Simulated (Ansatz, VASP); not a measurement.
**One calculation of ScAlN2, two programs**

```
Sc Al N
1.0
     2.74536   -3.02568    0.00000
     2.74536    3.02568    0.00000
     0.00000    0.00000    4.27760
Sc Al N
1 1 2
Cartesian
  2.7454 0.0000 2.1388
  0.0000 0.0000 2.1388
  2.1292 0.0000 0.0000
  3.3616 0.0000 0.0000
```

Alike in both runs: task single point; functional PBE; k mesh 4 × 4 × 4; occupations gaussian, width 0.1 eV; collinear spin.

|  | VASP | Ansatz |
| --- | --- | --- |
| version | VASP 6.6.1 | Ansatz 0.2.0 |
| potentials or method | VASP PAW PBE potentials, release 64 (Sc_sv, Al, N_h), cutoff 1330 eV | scalar-relativistic, plane waves, PAW |
| valence electrons in the cell | 24 | 24 |

```tsv
	VASP	Ansatz	Ansatz less VASP
gap on the k mesh at the Fermi level (eV)	none	none	-
pressure (GPa)	0.2	0.0	-0.18
traceless stress, the component that is largest in VASP (GPa)	0.35	-0.04	-0.385
rms of the force components (eV/Å)	0.004	0.003	-0.0011
net moment per atom (μB)	0.00	0.00	0.000
```

Atom by atom the forces differ by 0.007 eV/Å (rms over components). A gap of «none» marks a metal or a gap that the smearing closes. With one functional, cell and mesh, what is left measures potentials, basis and numerics. Ansatz's warnings: seeded moment not kept.

The k mesh is coarse, so the values compare programs but aren't converged.
